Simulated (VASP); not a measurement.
# Na (P6_3/mmc) in VASP: notebook, part 2 of 2

VASP 6.6.1. Earlier steps stand in the parts before.

### 3 Single point, PBE

This run uses another cell than the first one, of 32.59 Å³/atom.

Input file INCAR:

```
  PREC = Accurate
  ENCUT = 520
  EDIFF = 1E-6
  ISMEAR = -1
  SIGMA = 0.1
  LREAL = False
  LASPH = True
  NELM = 100
  ALGO = Normal
  ISIF = 2
  LWAVE = False
  LCHARG = False
  GGA = PE
  NBANDS = 22
```

Input file KPOINTS:

```
Automatic mesh
0
Gamma
  8 8 5
```

Input file POSCAR:

```
Na
1.0
    3.6171331893      0.0000000000      0.0000000000
   -1.8085665946      3.1325292308      0.0000000000
    0.0000000000      0.0000000000     11.5065926935
Na
4
Direct
    0.0000000000      0.0000000000      0.0000000000
    0.0000000000      0.0000000000      0.5000000000
    0.3333333333      0.6666666667      0.2500000000
    0.6666666667      0.3333333333      0.7500000000
```

Potentials or basis: VASP PAW PBE potentials, release 64 (Na_pv).

On the command line:

```bash
cat potpaw_PBE.64/Na_pv/POTCAR > POTCAR
mpirun -np 1 vasp_std > vasp.out
```

OUTCAR:

```text
PREC = Accurate
   ENCUT = 520
   EDIFF = 1E-6
   ISMEAR = -1
   LREAL = False
   LASPH = True
   NELM = 100
   ISIF = 2
   GGA = PE

 ion  position               nearest neighbor table
   1  0.000  0.000  0.000-
   2  0.000  0.000  0.500-
   3  0.333  0.667  0.250-
   4  0.667  0.333  0.750-

  LATTYP: Found a hexagonal cell.
 ALAT       =     3.6171331893
 C/A-ratio  =     3.1811360244

  Lattice vectors:

 A1 = (   3.6171331893,   0.0000000000,   0.0000000000)
 A2 = (  -1.8085665946,   3.1325292308,   0.0000000000)
 A3 = (   0.0000000000,   0.0000000000,  11.5065926935)

Analysis of symmetry for initial positions (statically):
=====================================================================
 Subroutine PRICEL returns:
 Original cell was already a primitive cell.

 Routine SETGRP: Setting up the symmetry group for a
 hexagonal supercell.

 Subroutine GETGRP returns: Found 24 space group operations
 (whereof 12 operations were pure point group operations)
 out of a pool of 24 trial point group operations.

The static configuration has the point symmetry D_3d.
 The point group associated with its full space group is D_6h.

Analysis of symmetry for dynamics (positions and initial velocities):
=====================================================================
 Subroutine PRICEL returns:
 Original cell was already a primitive cell.

 Routine SETGRP: Setting up the symmetry group for a
 hexagonal supercell.

 Subroutine GETGRP returns: Found 24 space group operations
 (whereof 12 operations were pure point group operations)
 out of a pool of 24 trial point group operations.

The dynamic configuration has the point symmetry D_3d.
 The point group associated with its full space group is D_6h.

 Subroutine INISYM returns: Found 24 space group operations
 (whereof 12 operations are pure point group operations),
 and found     1 'primitive' translations

----------------------------------------------------------------------------------------

                                     Primitive cell

  volume of cell :     130.3786

  direct lattice vectors                    reciprocal lattice vectors
     3.617133189  0.000000000  0.000000000     0.276462034  0.159615430  0.000000000
    -1.808566595  3.132529231  0.000000000     0.000000000  0.319230860  0.000000000
     0.000000000  0.000000000 11.506592694     0.000000000  0.000000000  0.086906700

  length of vectors
     3.617133189  3.617133189 11.506592694     0.319230860  0.319230860  0.086906700

  position of ions in fractional coordinates (direct lattice)
     0.000000000  0.000000000  0.000000000
     0.000000000  0.000000000  0.500000000
     0.333333333  0.666666667  0.250000000
     0.666666667  0.333333333  0.750000000

  ion indices of the primitive-cell ions
   primitive index   ion index
                 1           1
                 2           2
                 3           3
                 4           4

----------------------------------------------------------------------------------------

 KPOINTS: Automatic mesh

Automatic generation of k-mesh.
 Grid dimensions read from file:
 generate k-points for:    8    8    5

 Generating k-lattice:

  Cartesian coordinates                     Fractional coordinates (reciprocal lattice)
     0.034557754  0.019951929  0.000000000     0.125000000  0.000000000  0.000000000
     0.000000000  0.039903857  0.000000000     0.000000000  0.125000000  0.000000000
     0.000000000  0.000000000  0.017381340     0.000000000  0.000000000  0.200000000

  Length of vectors
     0.039903857  0.039903857  0.017381340

  Shift w.r.t. Gamma in fractional coordinates (k-lattice)
     0.000000000  0.000000000  0.000000000

 Subroutine IBZKPT returns following result:
 ===========================================

 Found     30 irreducible k-points:

 Following reciprocal coordinates:
            Coordinates               Weight
  0.000000  0.000000  0.000000      1.000000
  0.125000  0.000000  0.000000      6.000000
  0.250000  0.000000  0.000000      6.000000
  0.375000  0.000000  0.000000      6.000000
  0.500000  0.000000  0.000000      3.000000
  0.125000  0.125000  0.000000      6.000000
[... 16 lines left out ...]
  0.250000  0.000000  0.400000     12.000000
  0.375000  0.000000  0.400000     12.000000
 [... further k-points ...]
   k-points           NKPTS =     30   k-points in BZ     NKDIM =     30   number of bands    NBANDS=     22
   number of dos      NEDOS =    301   number of ions     NIONS =      4
   total plane-waves  NPLWV =  70560
   dimension x,y,z NGX =    28 NGY =   28 NGZ =   90
   dimension x,y,z NGXF=    56 NGYF=   56 NGZF=  180
   ions per type =               4
   NGX,Y,Z   is equivalent  to a cutoff of  12.87, 12.87, 13.00 a.u.
   NGXF,Y,Z  is equivalent  to a cutoff of  25.74, 25.74, 26.01 a.u.
 SYSTEM =  unknown system
   PREC   = accura    normal or accurate (medium, high low for compatibility)
   ISTART =      0    job   : 0-new  1-cont  2-samecut
   ICHARG =      2    charge: 1-file 2-atom 10-const
   ISPIN  =      1    spin polarized calculation?
   LNONCOLLINEAR =      F non collinear calculations
   LSORBIT =      F    spin-orbit coupling
   LASPH  =      T    aspherical Exc in radial PAW
   ENCUT  =  520.0 eV  38.22 Ry    6.18 a.u.   6.73  6.73 21.39*2*pi/ulx,y,z
   NELM   =    100;   NELMIN=  2; NELMDL= -5     # of ELM steps
   EDIFF  = 0.1E-05   stopping-criterion for ELM
   LREAL  =      F    real-space projection
[... 7 lines left out ...]
   TEBEG  =    0.0;   TEEND  =   0.0 temperature during run
   PSTRESS=    0.0 pullay stress
   NELECT =      28.0000    total number of electrons
   NUPDOWN=      -1.0000    fix difference up-down
   EMIN   =  10.00;   EMAX   =-10.00  energy-range for DOS
   EFERMI =   0.00;   METHOD = LEGACY
   ISMEAR =    -1;   SIGMA  =   0.10  broadening in eV -4-tet -1-fermi 0-gaus
   EFERMI_NEDOS =   21; number of points for ismear=-14 and -15
   IALGO  =     38    algorithm
   IMIX   =      4    mixing-type and parameters
     AMIX     =   0.40;   BMIX     =  1.00
     AMIX_MAG =   1.60;   BMIX_MAG =  1.00
  volume/ion in A,a.u.               =      32.59       219.96
  Fermi-wavevector in a.u.,A,eV,Ry     =   0.980375  1.852639 13.077027  0.961134
  Thomas-Fermi vector in A             =   2.111300
   LORBIT       =      0    0 simple, 1 ext, 2 COOP (PROOUT), +10 PAW based schemes
   GGA     = PE    functional components
   LHFCALC =     F    Hartree Fock is set to
   AEXX    =    0.0000 exact exchange contribution
   IVDW    =     0    specifies the selected vdW correction
   LEPSILON=     F    determine dielectric tensor
   LRPA    =     F    only Hartree local field effects (RPA)
 non-spin polarized calculation
  energy-cutoff  :      520.00
  volume of cell :      130.38
 maximum number of plane-waves:      3547
 NGX is ok and might be reduce to    28
   NGX = 13   NGY = 13   NGZ = 43

 number of electron      28.0000001 magnetization

 Free energy of the ion-electron system (eV)
  ---------------------------------------------------
  ext. energy  EPLUGINS =         0.00000000
  ---------------------------------------------------
  free energy    TOTEN  =        -5.21098564 eV

  energy without entropy =       -5.15832055  energy(sigma->0) =       -5.18465309

 E-fermi :   0.6998     XC(G=0):  -6.8471

 val. band max:        0.6882604899   @ k =   0.3750   0.1250   0.4000
 cond. band min:       0.7653153268   @ k =   0.2500   0.2500   0.2000
 fundamental gap:      0.0770548369
 Fermi energy:         0.6997649988

 k-point     1 :       0.0000    0.0000    0.0000
  band No.  band energies     occupation
      1     -24.1435      2.00000
      2     -24.1144      2.00000
      3     -24.1140      2.00000
      4     -24.0924      2.00000
      5     -24.0924      2.00000
      6     -24.0881      2.00000
[... 14 lines left out ...]
     21      11.2553      0.00000
     22      11.5126      0.00000
[... 552 lines left out ...]
  band No.  band energies     occupation
      1     -24.1324      2.00000
      2     -24.1299      2.00000
      3     -24.1276      2.00000
      4     -24.1239      2.00000
      5     -24.1109      2.00000
      6     -24.1065      2.00000
[... 14 lines left out ...]
     21       5.7437      0.00000
     22       6.6557      0.00000

 [... further k-points ...]

------------------------ aborting loop because EDIFF is reached ----------------------------------------

  FORCE on cell =-STRESS in cart. coord.  units (eV):
  Direction    XX          YY          ZZ          XY          YZ          ZX
  --------------------------------------------------------------------------------------
  -------------------------------------------------------------------------------------
  Total        1.0195650      1.0195650      1.0618841      0.0000000      0.0000000     -0.0000000
  in kB       12.5290788     12.5290788     13.0491236      0.0000000      0.0000000     -0.0000000
  external PRESSURE =      12.7024271 kB  Pullay stress =       0.0000000 kB

 VOLUME and BASIS-vectors are now :
 -----------------------------------------------------------------------------
  energy-cutoff  :      520.00
  volume of cell :      130.38
      direct lattice vectors                 reciprocal lattice vectors
     3.617133189  0.000000000  0.000000000     0.276462034  0.159615430  0.000000000
    -1.808566595  3.132529231  0.000000000     0.000000000  0.319230860  0.000000000
     0.000000000  0.000000000 11.506592694     0.000000000  0.000000000  0.086906700

 POSITION                                       TOTAL-FORCE (eV/Angst)
 -----------------------------------------------------------------------------------
      0.00000      0.00000      0.00000        -0.000000      0.000000     -0.000000
      0.00000      0.00000      5.75330         0.000000      0.000000     -0.000000
     -0.00000      2.08835      2.87665        -0.000000      0.000000      0.000000
      1.80857      1.04418      8.62994         0.000000      0.000000      0.000000
 -----------------------------------------------------------------------------------
    total drift:                                0.000000     -0.000000      0.000000

  FREE ENERGIE OF THE ION-ELECTRON SYSTEM (eV)
  ---------------------------------------------------
  free  energy   TOTEN  =        -5.2109856372 eV

  energy  without entropy=       -5.1583205463  energy(sigma->0) =       -5.18465309
```

OSZICAR:

```text
N       E                     dE             d eps       ncg     rms          rms(c)
DAV:   1     0.242652285397E+03    0.24265E+03   -0.14992E+04  1392   0.128E+03
DAV:   2     0.756284365393E+01   -0.23509E+03   -0.23084E+03  1368   0.369E+02
DAV:   3    -0.498330197946E+01   -0.12546E+02   -0.12441E+02  1632   0.107E+02
DAV:   4    -0.521076934469E+01   -0.22747E+00   -0.22708E+00  1482   0.145E+01
DAV:   5    -0.521611926608E+01   -0.53499E-02   -0.53498E-02  1578   0.238E+00    0.434E-01
DAV:   6    -0.521324203790E+01    0.28772E-02   -0.30745E-03  1760   0.585E-01    0.287E-01
DAV:   7    -0.521101543001E+01    0.22266E-02   -0.38141E-03  1830   0.603E-01    0.346E-02
DAV:   8    -0.521098931805E+01    0.26112E-04   -0.29009E-04  1566   0.265E-01    0.659E-03
DAV:   9    -0.521098703634E+01    0.22817E-05   -0.86209E-06  1572   0.429E-02    0.272E-03
DAV:  10    -0.521098557238E+01    0.14640E-05   -0.46039E-07   906   0.610E-03    0.227E-04
DAV:  11    -0.521098563716E+01   -0.64781E-07   -0.54460E-08   810   0.314E-03
   1 F= -.52109856E+01 E0= -.51846531E+01  d E =-.526651E-01
```

It took 1.9 min on 1 thread of Intel Xeon 8259CL, shared host; peak memory 0.26 GiB.

Results:

```
Free energy            : -5.2110 eV
Pressure               : 1.3 GPa
Band gap on the k mesh : zero (bands 14 and 15 overlap by 3.49 eV)
```

### 4 Single point, PBE (32.59 Å³/atom)

This run uses another cell than the first one, of 32.59 Å³/atom.

Input file INCAR:

```
SYSTEM = Na
PREC = Accurate ; ENCUT = 520
EDIFF = 1E-7 ; ISMEAR = -1
SIGMA = 0.1 ; LREAL = .False.
LASPH = .True. ; NELM = 60
ALGO = Normal ; ISIF = 2
LWAVE = .False. ; LCHARG = .False.
GGA = PE ; NBANDS = 22
```

Input file KPOINTS:

```
Automatic mesh
0
Gamma
  8 8 5
  0 0 0
```

POSCAR is that of step 3.

On the command line:

```bash
cat potpaw_PBE.64/Na_pv/POTCAR > POTCAR
mpirun -np 1 vasp_std > vasp.out
```

Run time: 2 min. Hardware: 1 thread of Intel Xeon 8259CL, shared host; peak memory 0.26 GiB.

The run converged. Its results:

| Quantity | Value |
| --- | --- |
| Free energy | -5.2110 eV |
| Pressure | 1.3 GPa |
| Band gap on the k mesh | zero (bands 14 and 15 overlap by 3.49 eV) |

Levels at points of the mesh, in eV from the Fermi level:
```csv
k point,band 10,band 11,band 12,band 13,band 14,band 15,band 16,band 17,band 18,band 19
"(0.00, 0.00, 0.00)",-24.78,-24.78,-24.78,-3.53,-2.37,-2.37,0.73,1.29,6.30,6.31
"(0.50, 0.00, 0.00)",-24.80,-24.79,-24.79,0.24,0.32,1.13,1.24,1.59,1.69,4.18
```

### 5 Single point, PBE

This run uses another cell than the first one, of 37.04 Å³/atom.

Input file INCAR:

```
  ALGO = Normal
  EDIFF = 1E-6
  ENCUT = 520
  GGA = PE
  ISIF = 2
  ISMEAR = -1
  LASPH = T
  LCHARG = T
  LELF = T
  LREAL = F
  LVHAR = T
  LWAVE = F
  NBANDS = 22
  NELM = 80
  PREC = Accurate
  SIGMA = 0.1
```

Input file KPOINTS:

```
k-points
0
Gamma
  8 8 5
```

Input file POSCAR:

```
Na
1.0
    3.7745942718      0.0000000000      0.0000000000
   -1.8872971359      3.2688945284      0.0000000000
    0.0000000000      0.0000000000     12.0074978156
Na
4
Direct
    0.0000000000      0.0000000000      0.0000000000
    0.0000000000      0.0000000000      0.5000000000
    0.3333333333      0.6666666667      0.2500000000
    0.6666666667      0.3333333333      0.7500000000
```

Potentials or basis: VASP PAW PBE potentials, release 64 (Na_pv).

On the command line:

```bash
cat potpaw_PBE.64/Na_pv/POTCAR > POTCAR
mpirun -np 1 vasp_std > vasp.out
```

OUTCAR:

```text
EDIFF = 1E-6
   ENCUT = 520
   GGA = PE
   ISIF = 2
   ISMEAR = -1
   LASPH = T
   LREAL = F
   NELM = 80
   PREC = Accurate

 ion  position               nearest neighbor table
   1  0.000  0.000  0.000-
   2  0.000  0.000  0.500-
   3  0.333  0.667  0.250-
   4  0.667  0.333  0.750-

  LATTYP: Found a hexagonal cell.
 ALAT       =     3.7745942718
 C/A-ratio  =     3.1811360244

  Lattice vectors:

 A1 = (   3.7745942718,   0.0000000000,   0.0000000000)
 A2 = (  -1.8872971359,   3.2688945284,   0.0000000000)
 A3 = (   0.0000000000,   0.0000000000,  12.0074978156)

Analysis of symmetry for initial positions (statically):
=====================================================================
 Subroutine PRICEL returns:
 Original cell was already a primitive cell.

[... 169 lines left out ...]
  ext. energy  EPLUGINS =         0.00000000
  ---------------------------------------------------
  free energy    TOTEN  =        -5.27659499 eV

  energy without entropy =       -5.21880564  energy(sigma->0) =       -5.24770032

 E-fermi :   0.3046     XC(G=0):  -6.5038

 val. band max:        0.2931530089   @ k =   0.3750   0.1250   0.4000
 cond. band min:       0.3639005623   @ k =   0.2500   0.2500   0.2000
 fundamental gap:      0.0707475534
 Fermi energy:         0.3045700223

 k-point     1 :       0.0000    0.0000    0.0000
  band No.  band energies     occupation
      1     -24.6037      2.00000
      2     -24.5853      2.00000
      3     -24.5847      2.00000
      4     -24.5710      2.00000
      5     -24.5710      2.00000
      6     -24.5682      2.00000
[... 589 lines left out ...]
     21       5.0011      0.00000
     22       5.8347      0.00000

 [... further k-points ...]

------------------------ aborting loop because EDIFF is reached ----------------------------------------

  FORCE on cell =-STRESS in cart. coord.  units (eV):
  Direction    XX          YY          ZZ          XY          YZ          ZX
  --------------------------------------------------------------------------------------
  -------------------------------------------------------------------------------------
  Total        0.0018505      0.0018505      0.0319129      0.0000000      0.0000000      0.0000000
  in kB        0.0200116      0.0200116      0.3451063      0.0000000      0.0000000      0.0000000
  external PRESSURE =       0.1283765 kB  Pullay stress =       0.0000000 kB

 VOLUME and BASIS-vectors are now :
 -----------------------------------------------------------------------------
  energy-cutoff  :      520.00
  volume of cell :      148.16
      direct lattice vectors                 reciprocal lattice vectors
     3.774594272  0.000000000  0.000000000     0.264929136  0.152956908  0.000000000
    -1.887297136  3.268894528  0.000000000     0.000000000  0.305913816  0.000000000
     0.000000000  0.000000000 12.007497816     0.000000000  0.000000000  0.083281298

 POSITION                                       TOTAL-FORCE (eV/Angst)
 -----------------------------------------------------------------------------------
      0.00000      0.00000      0.00000        -0.000000      0.000000      0.000000
      0.00000      0.00000      6.00375        -0.000000      0.000000      0.000000
     -0.00000      2.17926      3.00187         0.000000     -0.000000      0.000000
      1.88730      1.08963      9.00562        -0.000000      0.000000     -0.000000
 -----------------------------------------------------------------------------------
    total drift:                                0.000000     -0.000000      0.000000

  FREE ENERGIE OF THE ION-ELECTRON SYSTEM (eV)
  ---------------------------------------------------
  free  energy   TOTEN  =        -5.2765949937 eV

  energy  without entropy=       -5.2188056449  energy(sigma->0) =       -5.24770032
```

OSZICAR:

```text
N       E                     dE             d eps       ncg     rms          rms(c)
DAV:   1     0.234433936052E+03    0.23443E+03   -0.14833E+04  1392   0.123E+03
DAV:   2     0.718865858799E+01   -0.22725E+03   -0.22248E+03  1362   0.355E+02
DAV:   3    -0.504541312030E+01   -0.12234E+02   -0.12124E+02  1638   0.105E+02
DAV:   4    -0.527409289862E+01   -0.22868E+00   -0.22799E+00  1506   0.139E+01
DAV:   5    -0.527943274128E+01   -0.53398E-02   -0.53398E-02  1586   0.237E+00    0.406E-01
DAV:   6    -0.527789541522E+01    0.15373E-02   -0.29357E-03  1780   0.565E-01    0.272E-01
DAV:   7    -0.527663290979E+01    0.12625E-02   -0.38486E-03  1806   0.589E-01    0.329E-02
DAV:   8    -0.527659728266E+01    0.35627E-04   -0.30677E-04  1584   0.270E-01    0.734E-03
DAV:   9    -0.527659536984E+01    0.19128E-05   -0.80302E-06  1544   0.411E-02    0.314E-03
DAV:  10    -0.527659499370E+01    0.37614E-06   -0.53162E-07  1132   0.571E-03
   1 F= -.52765950E+01 E0= -.52477003E+01  d E =-.577893E-01
```

It took 1.9 min on 1 thread of Intel Xeon 8259CL, shared host; peak memory 0.27 GiB.

Results:

```yaml
Free_energy: -5.2766 eV
Pressure: 0.0 GPa
Band_gap_on_the_k_mesh: zero (bands 14 and 15 overlap by 3.24 eV)
```

### 6 Summary

| cell | gap on the mesh (eV) | pressure (GPa) |
| --- | --- | --- |
| a = 3.475, b = 3.475, c = 11.053 Å, angles 90.0, 90.0, 120.0°, 4 atoms | none | 3.1 |
| a = 3.617, b = 3.617, c = 11.507 Å, angles 90.0, 90.0, 120.0°, 4 atoms | none | 1.3 |
| a = 3.775, b = 3.775, c = 12.007 Å, angles 90.0, 90.0, 120.0°, 4 atoms | none | 0.0 |

Alike in all rows: task single point; level PBE; potentials or basis VASP PAW PBE potentials, release 64 (Na_pv); no spin polarisation; k mesh 8 × 8 × 5; cutoff (eV) 520; smearing fermi-dirac 0.1 eV.

Caveats: the cell stands under pressure (at least some runs).

Total energies depend on the potentials used, so only differences within one code and one set of settings carry meaning.
